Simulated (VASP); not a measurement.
# LiF (Fm-3m) in VASP: a series of runs

The runs below take LiF through single point, with r2SCAN.

Program: VASP 6.6.1. These are calculated values, not measurements. Logs are shortened: lines on timing, memory, paths and dates and some standing lists are left out, and cuts for length are marked.

## Step 1: The cell of the first run

Symmetry: Fm-3m, No. 225, cubic system. Conventional cell: a = 4.026 Å, b = 4.026 Å, c = 4.026 Å, α = 90.00°, β = 90.00°, γ = 90.00°. Within 2.7 Å of Li (site symmetry m-3m) lie 6 F at 2.01 Å. F (site symmetry m-3m) has 6 Li at 2.01 Å within 2.7 Å.

## Step 2: Single point, r2SCAN

File POSCAR:

```
LiF
1.0
    0.0000000000      2.0130000000      2.0130000000
    2.0130000000      0.0000000000      2.0130000000
    2.0130000000      2.0130000000      0.0000000000
Li F
1 1
Direct
    0.0000000000      0.0000000000      0.0000000000
    0.5000000000      0.5000000000      0.5000000000
```

File INCAR.step1:

```
PREC = Accurate ; ENCUT = 830
ISMEAR = 0 ; SIGMA = 0.01
LREAL = F ; LASPH = T
NELM = 120 ; NBANDS = 12
GGA = PE ; ALGO = Normal
EDIFF = 1E-5 ; LWAVE = T
LCHARG = F ; GGA_COMPAT = F
```

File INCAR.step2:

```
PREC = Accurate ; ENCUT = 830
EDIFF = 1E-6 ; ISMEAR = 0
SIGMA = 0.01 ; LREAL = F
LASPH = T ; NELM = 120
ALGO = Normal ; ISIF = 2
LWAVE = F ; LCHARG = F
METAGGA = R2SCAN ; LMIXTAU = T
NBANDS = 12 ; ISTART = 1
GGA_COMPAT = F
```

File KPOINTS:

```
regular mesh
0
Gamma
  4 4 4
```

Potentials or basis: VASP PAW PBE potentials, release 64 (Li_sv, F).

Run with:

```bash
$ cat potpaw_PBE.64/Li_sv/POTCAR potpaw_PBE.64/F/POTCAR > POTCAR
$ cp INCAR.step1 INCAR
$ mpirun -np 1 vasp_std > vasp.out
$ cp INCAR.step2 INCAR
$ mpirun -np 1 vasp_std > vasp.out
```

OUTCAR:

```text
PREC = Accurate
   ENCUT = 830
   EDIFF = 1E-6
   ISMEAR = 0
   LREAL = F
   LASPH = T
   NELM = 120
   ISIF = 2
   METAGGA = R2SCAN
   ISTART = 1

 ion  position               nearest neighbor table
   1  0.000  0.000  0.000-   2 2.01   2 2.01   2 2.01   2 2.01   2 2.01   2 2.01
   2  0.500  0.500  0.500-   1 2.01   1 2.01   1 2.01   1 2.01   1 2.01   1 2.01

  LATTYP: Found a face centered cubic cell.
 ALAT       =     4.0260000000

  Lattice vectors:

 A1 = (   0.0000000000,   2.0130000000,   2.0130000000)
 A2 = (   2.0130000000,   0.0000000000,   2.0130000000)
 A3 = (   2.0130000000,   2.0130000000,   0.0000000000)

Analysis of symmetry for initial positions (statically):
=====================================================================
 Subroutine PRICEL returns:
 Original cell was already a primitive cell.

 Routine SETGRP: Setting up the symmetry group for a
 face centered cubic supercell.

 Subroutine GETGRP returns: Found 48 space group operations
 (whereof 48 operations were pure point group operations)
 out of a pool of 48 trial point group operations.

The static configuration has the point symmetry O_h .

Analysis of symmetry for dynamics (positions and initial velocities):
=====================================================================
 Subroutine PRICEL returns:
 Original cell was already a primitive cell.

 Routine SETGRP: Setting up the symmetry group for a
 face centered cubic supercell.

 Subroutine GETGRP returns: Found 48 space group operations
 (whereof 48 operations were pure point group operations)
 out of a pool of 48 trial point group operations.

The dynamic configuration has the point symmetry O_h .

 Subroutine INISYM returns: Found 48 space group operations
 (whereof 48 operations are pure point group operations),
 and found     1 'primitive' translations

----------------------------------------------------------------------------------------

                                     Primitive cell

  volume of cell :      16.3140

  direct lattice vectors                    reciprocal lattice vectors
     0.000000000  2.013000000  2.013000000    -0.248385494  0.248385494  0.248385494
     2.013000000  0.000000000  2.013000000     0.248385494 -0.248385494  0.248385494
     2.013000000  2.013000000  0.000000000     0.248385494  0.248385494 -0.248385494

  length of vectors
     2.846811901  2.846811901  2.846811901     0.430216296  0.430216296  0.430216296

  position of ions in fractional coordinates (direct lattice)
     0.000000000  0.000000000  0.000000000
[... 72 lines left out ...]
   NELECT =      10.0000    total number of electrons
   NUPDOWN=      -1.0000    fix difference up-down
   EMIN   =  10.00;   EMAX   =-10.00  energy-range for DOS
   EFERMI =   0.00;   METHOD = LEGACY
   ISMEAR =     0;   SIGMA  =   0.01  broadening in eV -4-tet -1-fermi 0-gaus
   EFERMI_NEDOS =   21; number of points for ismear=-14 and -15
   IALGO  =     38    algorithm
   IMIX   =      4    mixing-type and parameters
     AMIX     =   0.40;   BMIX     =  1.00
     AMIX_MAG =   1.60;   BMIX_MAG =  1.00
  volume/ion in A,a.u.               =       8.16        55.05
  Fermi-wavevector in a.u.,A,eV,Ry     =   1.390660  2.627967 26.312798  1.933936
  Thomas-Fermi vector in A             =   2.514574
   LORBIT       =      0    0 simple, 1 ext, 2 COOP (PROOUT), +10 PAW based schemes
   METAGGA = R2SCAN    functional components
   LHFCALC =     F    Hartree Fock is set to
   AEXX    =    0.0000 exact exchange contribution
   IVDW    =     0    specifies the selected vdW correction
   LEPSILON=     F    determine dielectric tensor
   LRPA    =     F    only Hartree local field effects (RPA)
 non-spin polarized calculation
 Gauss-broadening in eV      SIGMA  =   0.01
  energy-cutoff  :      830.00
  volume of cell :       16.31
 maximum number of plane-waves:       896
 NGX is ok and might be reduce to    28
   NGX = 13   NGY = 13   NGZ = 13

 number of electron      10.0000002 magnetization

 Free energy of the ion-electron system (eV)
  ---------------------------------------------------
  ext. energy  EPLUGINS =         0.00000000
  ---------------------------------------------------
  free energy    TOTEN  =       -11.90287452 eV

  energy without entropy =      -11.90287452  energy(sigma->0) =      -11.90287452

 E-fermi :  -1.5406     XC(G=0): -10.5513

 val. band max:       -1.6425413532   @ k =   0.0000   0.0000   0.0000
 cond. band min:       8.6272231325   @ k =   0.0000   0.0000   0.0000
 fundamental gap:     10.2697644857
 Fermi energy:        -1.5405797091

 k-point     1 :       0.0000    0.0000    0.0000
  band No.  band energies     occupation
      1     -43.6822      2.00000
      2     -22.7410      2.00000
      3      -1.6425      2.00000
      4      -1.6425      2.00000
      5      -1.6425      2.00000
      6       8.6272      0.00000
      7      23.8661      0.00000
      8      23.8662      0.00000
      9      23.8662      0.00000
     10      24.4127      0.00000
     11      24.4127      0.00000
     12      24.4127      0.00000
[... 91 lines left out ...]
 k-point     8 :      -0.2500    0.5000    0.2500
  band No.  band energies     occupation
      1     -43.6096      2.00000
      2     -22.0925      2.00000
      3      -3.7225      2.00000
      4      -3.7225      2.00000
      5      -2.4395      2.00000
      6      14.6166      0.00000
      7      14.6166      0.00000
      8      17.2410      0.00000
      9      19.3934      0.00000
     10      27.4165      0.00000
     11      27.4165      0.00000
     12      33.9858      0.00000

------------------------ aborting loop because EDIFF is reached ----------------------------------------

  FORCE on cell =-STRESS in cart. coord.  units (eV):
  Direction    XX          YY          ZZ          XY          YZ          ZX
  --------------------------------------------------------------------------------------
  -------------------------------------------------------------------------------------
  Total       -0.2346554     -0.2346554     -0.2346554     -0.0000000      0.0000000     -0.0000000
  in kB      -23.0451682    -23.0451682    -23.0451682     -0.0000000      0.0000000     -0.0000000
  external PRESSURE =     -23.0451682 kB  Pullay stress =       0.0000000 kB

 VOLUME and BASIS-vectors are now :
 -----------------------------------------------------------------------------
  energy-cutoff  :      830.00
  volume of cell :       16.31
      direct lattice vectors                 reciprocal lattice vectors
     0.000000000  2.013000000  2.013000000    -0.248385494  0.248385494  0.248385494
     2.013000000  0.000000000  2.013000000     0.248385494 -0.248385494  0.248385494
     2.013000000  2.013000000  0.000000000     0.248385494  0.248385494 -0.248385494

 POSITION                                       TOTAL-FORCE (eV/Angst)
 -----------------------------------------------------------------------------------
      0.00000      0.00000      0.00000         0.000000      0.000000     -0.000000
      2.01300      2.01300      2.01300        -0.000000     -0.000000      0.000000
 -----------------------------------------------------------------------------------
    total drift:                                0.000000      0.000000      0.000000

  FREE ENERGIE OF THE ION-ELECTRON SYSTEM (eV)
  ---------------------------------------------------
  free  energy   TOTEN  =       -11.9028745198 eV

  energy  without entropy=      -11.9028745198  energy(sigma->0) =      -11.90287452
```

OUTCAR.step1:

```text
PREC = Accurate
   ENCUT = 830
   ISMEAR = 0
   LREAL = F
   LASPH = T
[... 322 lines left out ...]
 -----------------------------------------------------------------------------------
      0.00000      0.00000      0.00000         0.000000      0.000000      0.000000
      2.01300      2.01300      2.01300         0.000000     -0.000000      0.000000
 -----------------------------------------------------------------------------------
    total drift:                                0.000000      0.000000      0.000000

  FREE ENERGIE OF THE ION-ELECTRON SYSTEM (eV)
  ---------------------------------------------------
  free  energy   TOTEN  =        -9.6406493080 eV

  energy  without entropy=       -9.6406493080  energy(sigma->0) =       -9.64064931
```

Run time: 9.5 s. Hardware: 1 thread of Intel Xeon 6975P-C (Granite Rapids), shared host; peak memory 0.15 GiB.

Results:

* Free energy: -11.9029 eV
* Pressure: -2.3 GPa
* Band gap on the k mesh: 10.27 eV, direct

Caveat: the k points lie up to 0.68 Å⁻¹ apart; the PAW data sets were made with another functional, which shifts forces and pressure a little. r2SCAN opens gaps a little over a GGA but as a rule still falls short of measured ones.

## Step 3: Single point, r2SCAN

POSCAR is that of step 2.

File INCAR.step1:

```
SYSTEM = LiF
PREC = Accurate
ENCUT = 830
ISMEAR = 0
SIGMA = 0.01
LREAL = .False.
LASPH = .True.
NELM = 120
NBANDS = 12
GGA = PE
ALGO = Normal
EDIFF = 1E-5
LWAVE = .True.
LCHARG = .False.
GGA_COMPAT = .False.
```

File INCAR.step2:

```
SYSTEM = LiF
PREC = Accurate
ENCUT = 830
EDIFF = 1E-6
ISMEAR = 0
SIGMA = 0.01
LREAL = .False.
LASPH = .True.
NELM = 120
ALGO = Normal
ISIF = 2
LWAVE = .False.
LCHARG = .True.
METAGGA = R2SCAN
LMIXTAU = .True.
LELF = .True.
LVHAR = .True.
NBANDS = 12
ISTART = 1
GGA_COMPAT = .False.
```

File KPOINTS:

```
Automatic mesh
0
Gamma
  4 4 4
  0 0 0
```

Potentials or basis: VASP PAW PBE potentials, release 64 (Li_sv, F).

Run with:

```bash
$ cat potpaw_PBE.64/Li_sv/POTCAR potpaw_PBE.64/F/POTCAR > POTCAR
$ cp INCAR.step1 INCAR
$ mpirun -np 1 vasp_std > vasp.out
$ cp INCAR.step2 INCAR
$ mpirun -np 1 vasp_std > vasp.out
```

It took 9.8 s on 1 thread of Intel Xeon 6975P-C (Granite Rapids), shared host; peak memory 0.15 GiB.

Results (log left out):

- Free energy: -11.9029 eV
- Pressure: -2.3 GPa
- Band gap on the k mesh: 10.27 eV, direct

Levels at points of the mesh, in eV from the valence-band top:
```
           k point  band 1  band 2  band 3  band 4  band 5  band 6  band 7  band 8  band 9  band 10
(0.00, 0.00, 0.00)  -42.04  -21.10    0.00    0.00    0.00   10.27   25.51   25.51   25.51    26.06
(0.50, 0.00, 0.00)  -41.98  -20.68   -2.50   -0.24   -0.24   11.84   18.14   20.43   20.43    32.26
(0.50, 0.50, 0.00)  -41.97  -20.42   -3.01   -1.01   -1.01   16.07   17.46   19.10   21.92    21.92
```

Caveat: the k points lie up to 0.68 Å⁻¹ apart; the PAW data sets were made with another functional, which shifts forces and pressure a little. r2SCAN opens gaps a little over a GGA but as a rule still falls short of measured ones.
